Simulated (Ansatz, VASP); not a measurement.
# One calculation of SiC, two programs

Contents of INCAR:

```
SYSTEM = SiC
PREC     = Accurate       ! precision mode
ENCUT    = 520            ! plane-wave cutoff, eV
EDIFF    = 1E-7           ! SCF threshold, eV
ISMEAR   = 0              ! smearing method
SIGMA    = 0.02           ! smearing width, eV
LREAL    = .FALSE.        ! projectors in reciprocal space
LASPH    = .TRUE.         ! aspherical terms in the spheres
NELM     = 120            ! most SCF steps
ALGO     = Normal         ! electronic algorithm
ISIF     = 2              ! what is computed and relaxed
LWAVE    = .FALSE.        ! write WAVECAR
LCHARG   = .FALSE.        ! write CHGCAR
GGA      = PS             ! functional
IBRION   = 2              ! ionic algorithm
NSW      = 60             ! ionic steps
EDIFFG   = -0.002         ! ionic threshold
GGA_COMPAT= .FALSE.      
NELMIN   = 4
```

The input KPOINTS:

```
Automatic mesh
0
G
  10 10 10
  0 0 0
```

The input POSCAR:

```
SiC
1.0
   -0.0063703266      2.1938718847      2.2002422113
    2.1938718847     -0.0063703266      2.2002422113
    2.1875015581      2.1875015581      0.0000000000
Si C
1 1
Direct
   -0.0007548109     -0.0007548109      0.0007548109
    0.2507548109      0.2507548109      0.2492451891
```

Input for Ansatz:

```yaml
crystal:
  lattice:
    - [-0.0063703266, 2.1938718847, 2.2002422113]
    - [2.1938718847, -0.0063703266, 2.2002422113]
    - [2.1875015581, 2.1875015581, 0.0]
  atoms:
    - { symbol: Si, position: [-0.0007548109, -0.0007548109, 0.0007548109] }
    - { symbol: C, position: [0.2507548109, 0.2507548109, 0.2492451891] }
basis:
  ecutwfc: 600.0
kpoints:
  mp_grid: { grid: [10, 10, 10] }
hamiltonian:
  xc: pbesol
  pseudopotentials: { kind: paw, azcp: { folder: soft_1 } }
scf:
  occupations: { method: gaussian, width: 0.02 }
output:
  forces: true
  stress: true
  eigenvalues: true
relax:
  adjacent_minimum: "off"
  f_tol: 0.002
  max_steps: 40
```

Change from the starting cell: strained cell.

Alike in both runs: task relaxation of the atoms; functional PBEsol; k mesh 10 × 10 × 10; occupations gaussian, width 0.02 eV; no spin polarisation.

|  | VASP | Ansatz |
| --- | --- | --- |
| version | VASP 6.6.1 | Ansatz 0.2.0 |
| potentials or method | VASP PAW PBE potentials, release 64 (Si, C), cutoff 520 eV | scalar-relativistic, plane waves, PAW |
| valence electrons in the cell | 8 | 8 |

|  | VASP | Ansatz | Ansatz less VASP |
| --- | --- | --- | --- |
| gap on the k mesh at the Fermi level, each at its own relaxed structure (eV) | 1.21 | 1.22 | +0.010 |

VASP's potentials were made for PBE, not for PBEsol, and Ansatz warns of the same on its side. Ansatz's warnings: stress scf threshold loose.
